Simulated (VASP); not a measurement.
A run of VASP 6.6.1 is set up as follows.

INCAR

```
ALGO = Normal
EDIFF = 1E-6
ENCUT = 520
GGA = PS
ISIF = 2
ISMEAR = 0
LASPH = T
LCHARG = T
LELF = T
LREAL = F
LVHAR = T
LWAVE = F
NBANDS = 13
NELM = 60
PREC = Accurate
SIGMA = 0.1
```

File KPOINTS:

```
k-points
0
Gamma
  14 14 14
```

File POSCAR:

```
HfH2
1.0
   -1.7390000000      1.7390000000      2.1805000000
    1.7390000000     -1.7390000000      2.1805000000
    1.7390000000      1.7390000000     -2.1805000000
Hf H
1 2
Direct
    0.0515936712      0.0515936712      0.0000000000
    0.7500000000      0.2500000000      0.5000000000
    0.2500000000      0.7500000000      0.5000000000
```

Potentials or basis: VASP PAW PBE potentials, release 64 (Hf_pv, H).

Launch:

```bash
$ cat potpaw_PBE.64/Hf_pv/POTCAR potpaw_PBE.64/H/POTCAR > POTCAR
$ mpirun -np 1 vasp_std > vasp.out
```

Question: Estimate the band gap on the k mesh.

Answer: Zero (band 6 reaches 5.66 eV, above the bottom of band 7 at 4.80 eV).

Question: Predict the largest force.

Answer: 1.980 eV/Å.

Question: Predict the pressure.

Answer: -3.3 GPa.

Forces on the atoms (eV/Å):
```
Hf   0.000  0.000 -1.980
H    0.000  0.000  0.990
H    0.000  0.000  0.990
```

Caveat: the cell differs from its parent crystal (one atom moved); the PAW data sets were made with another functional, which shifts forces and pressure a little; spin-orbit coupling is left out, which moves the levels of the heavy elements.
